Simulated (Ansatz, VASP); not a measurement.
## CdF2 in VASP and in Ansatz

```
Cd F
1.0
     0.00000    2.69400    2.69400
     2.69400    0.00000    2.69400
     2.69400    2.69400    0.00000
Cd F
1 2
Direct
  0.00000 0.00000 0.00000
  0.25000 0.25000 0.25000
  0.75000 0.75000 0.75000
```

Alike in both runs: functional r2SCAN; k mesh 8 × 8 × 8; no spin polarisation.

Ansatz relaxed the structure, and its values are those at the end. VASP's run is a single point on that final structure, the one shown.

|  | VASP | Ansatz |
| --- | --- | --- |
| version | VASP 6.6.1 | Ansatz 0.2.0 |
| potentials or method | VASP PAW PBE potentials, release 64 (Cd_sv_GW, F), cutoff 770 eV | scalar-relativistic, plane waves, PAW |
| occupations | gaussian, width 0.01 eV | fixed |
| valence electrons in the cell | 34 | 34 |

```csv
,VASP,Ansatz,Ansatz less VASP
gap on the k mesh at the Fermi level (eV),3.79,3.79,+0.004
least direct gap on the mesh (eV),4.31,4.30,-0.001
pressure (GPa),-0.4,0.0,+0.37
```

VASP's potentials were made for PBE, not for r2SCAN.
